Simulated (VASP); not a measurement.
Crystal: Te2Mo.

```
CELL_PARAMETERS angstrom
3.59879 0.00000 0.00000
-1.79939 3.11664 0.00000
0.00000 0.00000 14.87285
ATOMIC_POSITIONS crystal
Te 0.33333 0.66667 0.62849
Te 0.66667 0.33333 0.12849
Te 0.33333 0.66667 0.87151
Te 0.66667 0.33333 0.37151
Mo 0.33333 0.66667 0.25000
Mo 0.66667 0.33333 0.75000
```

* Program: VASP 6.6.1
* Task: relaxation of shape and atoms at fixed volume
* Functional: r2SCAN
* Potentials or basis: VASP PAW PBE potentials, release 64 (Te, Mo_sv)
* Cutoff: 600 eV
* k mesh: 9 × 9 × 2
* Occupations: gaussian, width 0.02 eV
* Spin: no spin polarisation

At the start: pressure -2.5 GPa; volume 27.80 Å³/atom.

How do energy, volume and symmetry change on relaxing?

Over 7 steps the energy falls by 5.1 meV/atom; space group P6_3/mmc (No. 194, to 0.1 Å) before and after.

Step by step:
| step | energy change (eV) | largest force (eV/Å) | pressure (GPa) | volume (Å³) |
| --- | --- | --- | --- | --- |
| 1 | 0.0000 | 0.3754 | -2.47 | 166.82 |
| 2 | -0.0162 | 0.0892 | -1.48 | 166.82 |
| 3 | -0.0165 | 0.0460 | -1.34 | 166.82 |
| 4 | -0.0242 | 0.0281 | -1.02 | 166.82 |
| 5 | -0.0304 | 0.0100 | -0.36 | 166.82 |
| 6 | -0.0304 | 0.0114 | -0.34 | 166.82 |
| 7 | -0.0304 | 0.0055 | -0.40 | 166.82 |

Final structure:
```yaml
crystal:
  lattice:
    - [3.57030, 0.00000, 0.00000]
    - [-1.78515, 3.09197, 0.00000]
    - [0.00000, 0.00000, 15.11110]
  atoms:
    - { symbol: Te, position: [0.33333, 0.66667, 0.63150] }
    - { symbol: Te, position: [0.66667, 0.33333, 0.13150] }
    - { symbol: Te, position: [0.33333, 0.66667, 0.86850] }
    - { symbol: Te, position: [0.66667, 0.33333, 0.36850] }
    - { symbol: Mo, position: [0.33333, 0.66667, 0.25000] }
    - { symbol: Mo, position: [0.66667, 0.33333, 0.75000] }
```

Caveat: the PAW data sets were made with another functional, which shifts forces and pressure a little.
